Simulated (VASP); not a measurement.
# Ag (I4/mmm) in VASP: single point with LDA

Aim: the single point of Ag with LDA.

Program: VASP 6.6.1. These are calculated values, not measurements. Logs are shortened: lines on timing, memory, paths and dates and some standing lists are left out, and cuts for length are marked.

## (1) The cell of the first run

The structure is tetragonal, space group I4/mmm (No. 139). Conventional cell: a = 4.242 Å, b = 4.242 Å, c = 8.595 Å, α = 90.00°, β = 90.00°, γ = 90.00°. Within 3.9 Å of Ag (site symmetry -4m2) lie 8 Ag at 3.00 to 3.02 Å. Within 4.0 Å of Ag (site symmetry 4/mmm) lie 8 Ag at 3.02 Å.

## (2) Single point, LDA

INCAR

```
SYSTEM = Ag
PREC = Accurate
ENCUT = 520
EDIFF = 1E-7
ISMEAR = 0
SIGMA = 0.1
LREAL = .False.
LASPH = .True.
NELM = 100
ALGO = Normal
ISIF = 2
LWAVE = .False.
LCHARG = .False.
GGA = CA
NBANDS = 24
```

KPOINTS

```
regular mesh
0
Gamma
  8 8 8
  0 0 0
```

POSCAR

```
Ag
1.0
   -2.1209560000      2.1209560000      4.2973810000
    2.1209560000     -2.1209560000      4.2973810000
    2.1209560000      2.1209560000     -4.2973810000
Ag
3
Direct
    0.7500000000      0.2500000000      0.5000000000
    0.2500000000      0.7500000000      0.5000000000
    0.5000000000      0.5000000000      0.0000000000
```

Potentials or basis: VASP PAW LDA potentials, release 64 (Ag).

The run is started by

```sh
$ cat potpaw_LDA.64/Ag/POTCAR > POTCAR
$ mpirun -np 1 vasp_std > vasp.out
```

OUTCAR:

```text
SYSTEM = Ag
   PREC = Accurate
   ENCUT = 520
   EDIFF = 1E-7
   ISMEAR = 0
   LREAL = .False.
   LASPH = .True.
   NELM = 100
   ISIF = 2
   GGA = CA

 ion  position               nearest neighbor table
   1  0.750  0.250  0.500-   2 3.00   2 3.00   2 3.00   2 3.00   3 3.02   3 3.02   3 3.02   3 3.02

   2  0.250  0.750  0.500-   1 3.00   1 3.00   1 3.00   1 3.00   3 3.02   3 3.02   3 3.02   3 3.02

   3  0.500  0.500  0.000-   1 3.02   2 3.02   1 3.02   2 3.02   2 3.02   1 3.02   2 3.02   1 3.02

  LATTYP: Found a body centered tetragonal cell.
 ALAT       =     4.2419120000
 C/A-ratio  =     2.0261528292

  Lattice vectors:

 A1 = (  -2.1209560000,   2.1209560000,   4.2973810000)
 A2 = (   2.1209560000,  -2.1209560000,   4.2973810000)
 A3 = (   2.1209560000,   2.1209560000,  -4.2973810000)

Analysis of symmetry for initial positions (statically):
=====================================================================
 Subroutine PRICEL returns:
 Original cell was already a primitive cell.

 Routine SETGRP: Setting up the symmetry group for a
 body centered tetragonal supercell.

 Subroutine GETGRP returns: Found 16 space group operations
 (whereof 16 operations were pure point group operations)
 out of a pool of 16 trial point group operations.

The static configuration has the point symmetry D_4h.

Analysis of symmetry for dynamics (positions and initial velocities):
=====================================================================
 Subroutine PRICEL returns:
 Original cell was already a primitive cell.

 Routine SETGRP: Setting up the symmetry group for a
 body centered tetragonal supercell.

 Subroutine GETGRP returns: Found 16 space group operations
 (whereof 16 operations were pure point group operations)
 out of a pool of 16 trial point group operations.

The dynamic configuration has the point symmetry D_4h.

 Subroutine INISYM returns: Found 16 space group operations
 (whereof 16 operations are pure point group operations),
 and found     1 'primitive' translations

----------------------------------------------------------------------------------------

                                     Primitive cell

  volume of cell :      77.3263

[... 84 lines left out ...]
   ISPIN  =      1    spin polarized calculation?
   LNONCOLLINEAR =      F non collinear calculations
   LSORBIT =      F    spin-orbit coupling
   LASPH  =      T    aspherical Exc in radial PAW
   ENCUT  =  520.0 eV  38.22 Ry    6.18 a.u.   9.74  9.74  9.74*2*pi/ulx,y,z
   NELM   =    100;   NELMIN=  2; NELMDL= -5     # of ELM steps
   EDIFF  = 0.1E-06   stopping-criterion for ELM
   LREAL  =      F    real-space projection
   EDIFFG = 0.1E-05   stopping-criterion for IOM
   NSW    =      0    number of steps for IOM
   IBRION =     -1    ionic relax: 0-MD 1-quasi-New 2-CG
   NFREE  =      0    steps in history (QN), initial steepest desc. (CG)
   ISIF   =      2    stress and relaxation
   ISYM   =      2    0-nonsym 1-usesym 2-fastsym
   POTIM  = 0.5000    time-step for ionic-motion
   TEBEG  =    0.0;   TEEND  =   0.0 temperature during run
   PSTRESS=    0.0 pullay stress
   NELECT =      33.0000    total number of electrons
   NUPDOWN=      -1.0000    fix difference up-down
   EMIN   =  10.00;   EMAX   =-10.00  energy-range for DOS
   EFERMI =   0.00;   METHOD = LEGACY
   ISMEAR =     0;   SIGMA  =   0.10  broadening in eV -4-tet -1-fermi 0-gaus
   EFERMI_NEDOS =   21; number of points for ismear=-14 and -15
   IALGO  =     38    algorithm
   IMIX   =      4    mixing-type and parameters
     AMIX     =   0.40;   BMIX     =  1.00
     AMIX_MAG =   1.60;   BMIX_MAG =  1.00
  volume/ion in A,a.u.               =      25.78       173.94
  Fermi-wavevector in a.u.,A,eV,Ry     =   1.232548  2.329178 20.669617  1.519174
  Thomas-Fermi vector in A             =   2.367313
   LORBIT       =      0    0 simple, 1 ext, 2 COOP (PROOUT), +10 PAW based schemes
   GGA     = CA    functional components
   LHFCALC =     F    Hartree Fock is set to
   AEXX    =    0.0000 exact exchange contribution
   IVDW    =     0    specifies the selected vdW correction
   LEPSILON=     F    determine dielectric tensor
   LRPA    =     F    only Hartree local field effects (RPA)
 non-spin polarized calculation
 Gauss-broadening in eV      SIGMA  =   0.10
  energy-cutoff  :      520.00
  volume of cell :       77.33
 maximum number of plane-waves:      2104
   NGX = 19   NGY = 19   NGZ = 19

 number of electron      32.9999993 magnetization

 Free energy of the ion-electron system (eV)
  ---------------------------------------------------
  ext. energy  EPLUGINS =         0.00000000
  ---------------------------------------------------
  free energy    TOTEN  =        -9.26374775 eV

  energy without entropy =       -9.26052138  energy(sigma->0) =       -9.26213456

 E-fermi :   3.4244     XC(G=0): -10.1398

 val. band max:        3.3076840272   @ k =   0.3750   0.2500   0.1250
 cond. band min:       3.4515151485   @ k =  -0.3750   0.3750   0.2500
 fundamental gap:      0.1438311213
 Fermi energy:         3.4244437491

 k-point     1 :       0.0000    0.0000    0.0000
  band No.  band energies     occupation
      1      -2.0600      2.00000
      2      -1.3120      2.00000
      3      -1.1268      2.00000
      4      -1.0620      2.00000
      5      -0.5519      2.00000
      6      -0.5519      2.00000
[... 637 lines left out ...]
     23      12.4893      0.00000
     24      15.3373      0.00000

 [... further k-points ...]

------------------------ aborting loop because EDIFF is reached ----------------------------------------

  FORCE on cell =-STRESS in cart. coord.  units (eV):
  Direction    XX          YY          ZZ          XY          YZ          ZX
  --------------------------------------------------------------------------------------
  -------------------------------------------------------------------------------------
  Total       -6.2617684     -6.2617684     -6.1750617      0.0000000      0.0000000      0.0000000
  in kB     -129.7419487   -129.7419487   -127.9454107      0.0000000      0.0000000      0.0000000
  external PRESSURE =    -129.1431027 kB  Pullay stress =       0.0000000 kB

 VOLUME and BASIS-vectors are now :
 -----------------------------------------------------------------------------
  energy-cutoff  :      520.00
  volume of cell :       77.33
      direct lattice vectors                 reciprocal lattice vectors
    -2.120956000  2.120956000  4.297381000     0.000000000  0.235742750  0.116349935
     2.120956000 -2.120956000  4.297381000     0.235742750  0.000000000  0.116349935
     2.120956000  2.120956000 -4.297381000     0.235742750  0.235742750  0.000000000

 POSITION                                       TOTAL-FORCE (eV/Angst)
 -----------------------------------------------------------------------------------
     -0.00000      2.12096      2.14869        -0.000000      0.000000      0.000000
      2.12096     -0.00000      2.14869         0.000000     -0.000000     -0.000000
      0.00000      0.00000      4.29738         0.000000      0.000000      0.000000
 -----------------------------------------------------------------------------------
    total drift:                               -0.000000     -0.000000      0.000000

  FREE ENERGIE OF THE ION-ELECTRON SYSTEM (eV)
  ---------------------------------------------------
  free  energy   TOTEN  =        -9.2637477522 eV

  energy  without entropy=       -9.2605213771  energy(sigma->0) =       -9.26213456
```

OSZICAR:

```text
N       E                     dE             d eps       ncg     rms          rms(c)
DAV:   1     0.191663619449E+03    0.19166E+03   -0.16026E+04  2832   0.127E+03
DAV:   2    -0.640675892021E+01   -0.19807E+03   -0.18318E+03  3008   0.278E+02
DAV:   3    -0.978696403072E+01   -0.33802E+01   -0.33644E+01  3352   0.413E+01
DAV:   4    -0.980190641450E+01   -0.14942E-01   -0.14941E-01  3160   0.263E+00
DAV:   5    -0.980210245672E+01   -0.19604E-03   -0.19604E-03  3520   0.331E-01    0.495E+00
DAV:   6    -0.928096856309E+01    0.52113E+00   -0.18571E+00  3216   0.118E+01    0.351E+00
DAV:   7    -0.927054488637E+01    0.10424E-01   -0.18844E-02  3160   0.126E+00    0.205E+00
DAV:   8    -0.926378504623E+01    0.67598E-02   -0.25370E-03  3328   0.467E-01    0.834E-02
DAV:   9    -0.926374414746E+01    0.40899E-04   -0.16420E-04  3264   0.217E-01    0.243E-02
DAV:  10    -0.926374733904E+01   -0.31916E-05   -0.23110E-05  3344   0.325E-02    0.802E-03
DAV:  11    -0.926374774407E+01   -0.40503E-06   -0.30984E-06  3192   0.221E-02    0.241E-03
DAV:  12    -0.926374775222E+01   -0.81495E-08   -0.27178E-07  3136   0.952E-03
   1 F= -.92637478E+01 E0= -.92621346E+01  d E =-.322638E-02
```

Wall time 3.4 min (1 thread of Intel Xeon 8259CL, shared host); peak memory 0.24 GiB.

What came out:

| Property | Result |
| --- | --- |
| Free energy | -9.2637 eV |
| Pressure | -12.9 GPa |
| Band gap on the k mesh | zero (an odd number of electrons rules out a gap without spin polarisation) |

Stress tensor (GPa, compression positive):
```
-12.97   0.00   0.00
  0.00 -12.97   0.00
  0.00   0.00 -12.79
```

Caveat: the cell stands under tension.

The gap in the log of VASP goes by the Fermi energy; the results here count the filled bands.